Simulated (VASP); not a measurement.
Crystal: Pt.

```
Pt
1.0
     0.00000    2.02245    2.02245
     2.02245    0.00000    2.02245
     2.02245    2.02245    0.00000
Pt
1
Direct
  0.00000 0.00000 0.00000
```

Base run:

```yaml
Program: VASP 6.6.1
Functional: r2SCAN
Potentials_or_basis: VASP PAW PBE potentials, release 64 (Pt)
Cutoff: 520 eV
k_mesh: 8 × 8 × 8
Occupations: fermi-dirac, width 0.1 eV
Spin: no spin polarisation
```

Its results: band gap on the k mesh zero (band 5 reaches 9.74 eV, above the bottom of band 6 at 7.71 eV); pressure -16.5 GPa.

**Question.** The run is repeated on the same cell with these changes: cutoff from 520 eV to 550 eV; dispersion from none to D3(BJ). What comes out?

**Answer.** Band gap on the k mesh zero (band 5 reaches 9.74 eV, above the bottom of band 6 at 7.71 eV); pressure -19.8 GPa.

Caveats: the PAW data sets were made with another functional, which shifts forces and pressure a little; spin-orbit coupling is left out, which moves the levels of the heavy elements; three body term missing (some runs); pairwise dispersion overbinds metals, which lowers pressure and volume (some runs).
